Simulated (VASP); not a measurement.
Crystal: AlN.

```xyz
2
Lattice="0.0000 2.0613 2.0613 2.0613 0.0000 2.0613 2.0613 2.0613 0.0000" Properties=species:S:1:pos:R:3 pbc="T T T"
Al    2.0613    2.0613    2.0613
N     0.0000    0.0000    0.0000
```

This cell differs from its parent crystal: volume scaled by 1.04.

Program: VASP 6.6.1. Alike in all runs: task single point; no spin polarisation; cell as given; cutoff (eV) 520; smearing fermi-dirac 0.05 eV.

**Question.** Order these runs on this cell by their band gap on the k mesh, lowest first.
A. level r2SCAN; potentials or basis VASP PAW PBE potentials, release 64 (Al, N); k mesh 11 × 11 × 11
B. level LDA; potentials or basis VASP PAW LDA potentials, release 64 (Al, N); k mesh 11 × 11 × 11
C. level PBE0; potentials or basis VASP PAW PBE potentials, release 64 (Al, N); k mesh 6 × 6 × 6; grid for exact exchange (PRECFOCK) Normal

**Answer.** B (4.04 eV), A (5.04 eV), C (6.14 eV).

Caveats: some runs use coarse meshes.

A k mesh can miss the band edges, odd and even meshes differently.
